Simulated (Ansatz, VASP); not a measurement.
# Pd in VASP and in Ansatz

```
CELL_PARAMETERS angstrom
0.00000 1.95585 1.95585
1.95585 0.00000 1.95585
1.95585 1.95585 0.00000
ATOMIC_POSITIONS crystal
Pd 0.00000 0.00000 0.00000
```

Alike in both runs: task single point; functional r2SCAN; k mesh 8 × 8 × 8; occupations fermi-dirac, width 0.1 eV; no spin polarisation.

|  | VASP | Ansatz |
| --- | --- | --- |
| version | VASP 6.6.1 | Ansatz 0.2.0 |
| potentials or method | VASP PAW PBE potentials, release 64 (Pd), cutoff 520 eV | plane waves (500 eV) with PAW, scalar-relativistic |
| valence electrons in the cell | 10 | 18 |

|  | VASP | Ansatz | Ansatz less VASP |
| --- | --- | --- | --- |
| pressure (GPa) | 1.0 | 0.3 | -0.70 |

VASP's potentials were made for PBE, not for r2SCAN. VASP's potentials hold 10 valence electrons a cell and Ansatz's 18, so a difference there can come from the potentials and not from the codes.
